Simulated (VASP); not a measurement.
**Ge2P: single point with PBE**

Crystal: Ge2P.

```
Ge P
1.0
     4.58505    0.00000    0.00000
    -2.29253    3.97077    0.00000
     0.00000    0.00000    2.95441
Ge P
2 1
Cartesian
  0.0000 2.6472 1.4772
  2.2925 1.3236 1.4772
  0.0000 0.0000 0.0000
```

The cell was generated, and may not be a known phase.

```
Program                : VASP 6.6.1
Task                   : single point
Functional             : PBE
Potentials or basis    : VASP PAW PBE potentials, release 64 (Ge_d, P)
Cutoff                 : 520 eV
k mesh                 : 6 × 6 × 6
Occupations            : gaussian, width 0.1 eV
Spin                   : no spin polarisation
Dipole correction      : no
Further INCAR settings : ALGO = Normal; EDIFF = 1e-07; NBANDS = 24
```

```yaml
Pressure: 0.0 GPa
Band_gap_on_the_k_mesh: zero (an odd number of electrons rules out a gap without spin polarisation)
```

Stress tensor (GPa, compression positive):
```
-0.05  0.00  0.00
 0.00 -0.05  0.00
 0.00  0.00  0.07
```

Levels at points of the mesh, in eV from the Fermi level:
| k point | band 12 | band 13 | band 14 | band 15 | band 16 | band 17 | band 18 | band 19 | band 20 | band 21 |
| --- | --- | --- | --- | --- | --- | --- | --- | --- | --- | --- |
| (0.00, 0.00, 0.00) | -7.50 | -5.39 | -3.73 | -3.73 | -3.23 | -3.23 | 1.43 | 5.83 | 6.45 | 8.08 |
| (0.50, 0.00, 0.00) | -11.26 | -7.85 | -5.82 | 0.60 | 1.37 | 2.12 | 2.48 | 3.86 | 4.89 | 5.08 |
| (0.00, 0.00, 0.50) | -9.93 | -2.49 | -2.30 | -2.03 | -0.97 | -0.97 | -0.85 | -0.85 | 0.16 | 1.65 |
| (0.50, 0.00, 0.50) | -8.25 | -7.39 | -5.41 | -3.52 | -2.32 | -2.06 | -1.54 | 3.23 | 4.19 | 6.56 |

Run time: 26 s on 1 thread of Intel(R) Xeon(R) Platinum 8124M CPU @ 3.00GHz (Skylake/Cascade Lake) (shared host), peak memory 0.19 GiB.
